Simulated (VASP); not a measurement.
# Al (P1) in VASP: single point with PBE

Aim: the single point of Al with PBE.

Everything below comes from runs of VASP 6.6.1. Logs are shortened: lines on timing, memory, paths and dates and some standing lists are left out, and cuts for length are marked.

## Step 1: The cell of the first run

The typed cell holds 4 atoms: a = 2.827 Å, b = 2.827 Å, c = 9.186 Å, α = 90.00°, β = 90.00°, γ = 120.00°.

## Step 2: Single point, PBE (atoms moved at random)

Input file INCAR:

```
SYSTEM = Al
PREC = Accurate
ENCUT = 520
EDIFF = 1E-6
ISMEAR = -1
SIGMA = 0.05
LREAL = .False.
LASPH = .True.
NELM = 80
ALGO = Fast
ISIF = 2
LWAVE = .False.
LCHARG = .True.
GGA = PE
LELF = .True.
LVHAR = .True.
NBANDS = 14
```

Input file KPOINTS:

```
Automatic mesh
0
Gamma
  11 11 3
  0 0 0
```

Input file POSCAR:

```
Al
1.0
    2.8270770242      0.0000000000      0.0000000000
   -1.4135385121      2.4483205214      0.0000000000
    0.0000000000      0.0000000000      9.1859930700
Al
4
Direct
    0.6512710000      0.3181030000      0.7537220000
   -0.0068000000     -0.0034860000      0.4941930000
    0.3462790000      0.6774530000      0.2479860000
   -0.0057360000     -0.0001190000     -0.0007300000
```

Potentials or basis: VASP PAW PBE potentials, release 64 (Al).

Command:

```sh
$ cat potpaw_PBE.64/Al/POTCAR > POTCAR
$ mpirun -np 1 vasp_std > vasp.out
```

OUTCAR:

```text
SYSTEM = Al
   PREC = Accurate
   ENCUT = 520
   EDIFF = 1E-6
   ISMEAR = -1
   LREAL = .False.
   LASPH = .True.
   NELM = 80
   ISIF = 2
   GGA = PE

 ion  position               nearest neighbor table
   1  0.651  0.318  0.754-   4 2.77   4 2.78   4 2.81   2 2.88   2 2.89   2 2.91
   2  0.993  0.997  0.494-   3 2.76   3 2.80   3 2.81   1 2.88   1 2.89   1 2.91
   3  0.346  0.677  0.248-   2 2.76   4 2.78   2 2.80   2 2.81   4 2.82   4 2.82
   4  0.994  1.000  0.999-   1 2.77   1 2.78   3 2.78   1 2.81   3 2.82   3 2.82

  LATTYP: Found a hexagonal cell.
 ALAT       =     2.8270770242
 C/A-ratio  =     3.2492899880

  Lattice vectors:

 A1 = (   2.8270770242,   0.0000000000,   0.0000000000)
 A2 = (  -1.4135385121,   2.4483205214,   0.0000000000)
 A3 = (   0.0000000000,   0.0000000000,   9.1859930700)

Analysis of symmetry for initial positions (statically):
=====================================================================
 Subroutine PRICEL returns:
 Original cell was already a primitive cell.

 Routine SETGRP: Setting up the symmetry group for a
 hexagonal supercell.

 Subroutine GETGRP returns: Found  1 space group operations
 (whereof  1 operations were pure point group operations)
 out of a pool of 24 trial point group operations.

The static configuration has the point symmetry C_1 .

Analysis of symmetry for dynamics (positions and initial velocities):
=====================================================================
 Subroutine PRICEL returns:
 Original cell was already a primitive cell.

 Routine SETGRP: Setting up the symmetry group for a
 hexagonal supercell.

 Subroutine GETGRP returns: Found  1 space group operations
 (whereof  1 operations were pure point group operations)
 out of a pool of 24 trial point group operations.

The dynamic configuration has the point symmetry C_1 .

 Subroutine INISYM returns: Found  1 space group operations
 (whereof  1 operations are pure point group operations),
 and found     1 'primitive' translations

----------------------------------------------------------------------------------------

                                     Primitive cell

  volume of cell :      63.5817

  direct lattice vectors                    reciprocal lattice vectors
     2.827077024  0.000000000  0.000000000     0.353722234  0.204221627  0.000000000
    -1.413538512  2.448320521  0.000000000     0.000000000  0.408443254  0.000000000
     0.000000000  0.000000000  9.185993070     0.000000000  0.000000000  0.108861393

  length of vectors
[... 100 lines left out ...]
   EFERMI =   0.00;   METHOD = LEGACY
   ISMEAR =    -1;   SIGMA  =   0.05  broadening in eV -4-tet -1-fermi 0-gaus
   EFERMI_NEDOS =   21; number of points for ismear=-14 and -15
   IALGO  =     68    algorithm
   IMIX   =      4    mixing-type and parameters
     AMIX     =   0.40;   BMIX     =  1.00
     AMIX_MAG =   1.60;   BMIX_MAG =  1.00
  volume/ion in A,a.u.               =      15.90       107.27
  Fermi-wavevector in a.u.,A,eV,Ry     =   0.939055  1.774557 11.997959  0.881825
  Thomas-Fermi vector in A             =   2.066329
   LORBIT       =      0    0 simple, 1 ext, 2 COOP (PROOUT), +10 PAW based schemes
   GGA     = PE    functional components
   LHFCALC =     F    Hartree Fock is set to
   AEXX    =    0.0000 exact exchange contribution
   IVDW    =     0    specifies the selected vdW correction
   LEPSILON=     F    determine dielectric tensor
   LRPA    =     F    only Hartree local field effects (RPA)
 non-spin polarized calculation
 RMM-DIIS sequential band-by-band and
  energy-cutoff  :      520.00
  volume of cell :       63.58
 maximum number of plane-waves:      1723
 NGX is ok and might be reduce to    24
   NGX = 11   NGY = 11   NGZ = 35

 number of electron      12.0000000 magnetization

 Free energy of the ion-electron system (eV)
  ---------------------------------------------------
  ext. energy  EPLUGINS =         0.00000000
  ---------------------------------------------------
  free energy    TOTEN  =       -14.93067698 eV

  energy without entropy =      -14.91766421  energy(sigma->0) =      -14.92417059

 E-fermi :   8.4039     XC(G=0): -10.3321

 val. band max:        8.4037748495   @ k =   0.3636  -0.0909   0.0000
 cond. band min:       8.4270217605   @ k =  -0.2727  -0.4545   0.0000
 fundamental gap:      0.0232469111
 Fermi energy:         8.4038969928

 k-point     1 :       0.0000    0.0000    0.0000
  band No.  band energies     occupation
      1      -3.0103      2.00000
      2      -1.3567      2.00000
      3      -1.1570      2.00000
      4       3.6855      2.00000
      5       4.0268      2.00000
      6      11.9628      0.00000
      7      12.0588      0.00000
      8      19.2392      0.00000
      9      19.2712      0.00000
     10      19.4089      0.00000
     11      19.4302      0.00000
     12      20.3598      0.00000
     13      20.3806      0.00000
     14      20.5605      0.00000
[... 377 lines left out ...]
      1      -1.5896      2.00000
      2       0.0456      2.00000
      3       0.2459      2.00000
      4       5.0028      2.00000
      5       5.3871      2.00000
      6      11.1836      0.00000
      7      12.4544      0.00000
      8      12.8620      0.00000
      9      12.9984      0.00000
     10      13.5483      0.00000
     11      13.9121      0.00000
     12      15.0195      0.00000
     13      15.3028      0.00000
     14      17.5811      0.00000

 [... further k-points ...]

------------------------ aborting loop because EDIFF is reached ----------------------------------------

  FORCE on cell =-STRESS in cart. coord.  units (eV):
  Direction    XX          YY          ZZ          XY          YZ          ZX
  --------------------------------------------------------------------------------------
  -------------------------------------------------------------------------------------
  Total        1.1897625      1.1587165      2.0308607      0.0110203     -0.0133898      0.0007510
  in kB       29.9804971     29.1981767     51.1750985      0.2776969     -0.3374065      0.0189250
  external PRESSURE =      36.7845908 kB  Pullay stress =       0.0000000 kB

 VOLUME and BASIS-vectors are now :
 -----------------------------------------------------------------------------
  energy-cutoff  :      520.00
  volume of cell :       63.58
      direct lattice vectors                 reciprocal lattice vectors
     2.827077024  0.000000000  0.000000000     0.353722234  0.204221627  0.000000000
    -1.413538512  2.448320521  0.000000000     0.000000000  0.408443254  0.000000000
     0.000000000  0.000000000  9.185993070     0.000000000  0.000000000  0.108861393

 POSITION                                       TOTAL-FORCE (eV/Angst)
 -----------------------------------------------------------------------------------
      1.39154      0.77882      6.92369         0.012544      0.044819     -0.333716
      1.39924      2.43979      4.53965         0.023682      0.010576      0.313280
      0.02135      1.65862      2.27800        -0.056564     -0.049393     -0.032877
      1.39749      2.44803      9.17929         0.020337     -0.006002      0.053313
 -----------------------------------------------------------------------------------
    total drift:                                0.000001      0.000002     -0.000003

  FREE ENERGIE OF THE ION-ELECTRON SYSTEM (eV)
  ---------------------------------------------------
  free  energy   TOTEN  =       -14.9306769763 eV

  energy  without entropy=      -14.9176642069  energy(sigma->0) =      -14.92417059
```

OSZICAR:

```text
N       E                     dE             d eps       ncg     rms          rms(c)
DAV:   1     0.641475159206E+01    0.64148E+01   -0.41104E+03  5096   0.655E+02
DAV:   2    -0.143461828243E+02   -0.20761E+02   -0.19199E+02  6624   0.906E+01
DAV:   3    -0.150286668319E+02   -0.68248E+00   -0.67573E+00  6786   0.132E+01
DAV:   4    -0.150334051141E+02   -0.47383E-02   -0.47368E-02  5962   0.136E+00
DAV:   5    -0.150334591744E+02   -0.54060E-04   -0.54060E-04  6686   0.151E-01    0.272E+00
RMM:   6    -0.149709658068E+02    0.62493E-01   -0.10947E-02  5266   0.476E-01    0.159E+00
RMM:   7    -0.149334995021E+02    0.37466E-01   -0.11375E-02  5222   0.576E-01    0.271E-01
RMM:   8    -0.149309195477E+02    0.25800E-02   -0.10763E-03  5521   0.198E-01    0.154E-01
RMM:   9    -0.149307216924E+02    0.19786E-03   -0.21070E-04  5882   0.854E-02    0.762E-02
RMM:  10    -0.149306761156E+02    0.45577E-04   -0.65806E-05  5823   0.460E-02    0.515E-03
RMM:  11    -0.149306769132E+02   -0.79759E-06   -0.17221E-05  6129   0.273E-02    0.120E-02
RMM:  12    -0.149306769763E+02   -0.63083E-07   -0.21019E-06  5053   0.934E-03
   1 F= -.14930677E+02 E0= -.14924171E+02  d E =-.130128E-01
```

stdout:

```text
POSCAR found type information on POSCAR Al
 POSCAR found :  1 types and       4 ions
 scaLAPACK will be used
 LDA part: xc-table for (Slater+PW92), standard interpolation
 POSCAR, INCAR and KPOINTS ok, starting setup
 FFT: planning ... GRIDC
 FFT: planning ... GRID_SOFT
 FFT: planning ... GRID
 WAVECAR not read
 entering main loop
```

Run time: 2.6 min. Hardware: 1 thread of AMD EPYC 7R13, shared host; peak memory 0.24 GiB.

Results:

```
Free energy            : -14.9307 eV
Pressure               : 3.7 GPa
Largest force          : 0.337 eV/Å
Band gap on the k mesh : zero (bands 6 and 7 overlap by 5.95 eV)
```

Forces in eV/Å, atoms in the order of the input:
```
Al   0.013  0.045 -0.334
Al   0.024  0.011  0.313
Al  -0.057 -0.049 -0.033
Al   0.020 -0.006  0.053
```

Caveat: the cell differs from its parent crystal (atoms moved at random); the cell stands under pressure.
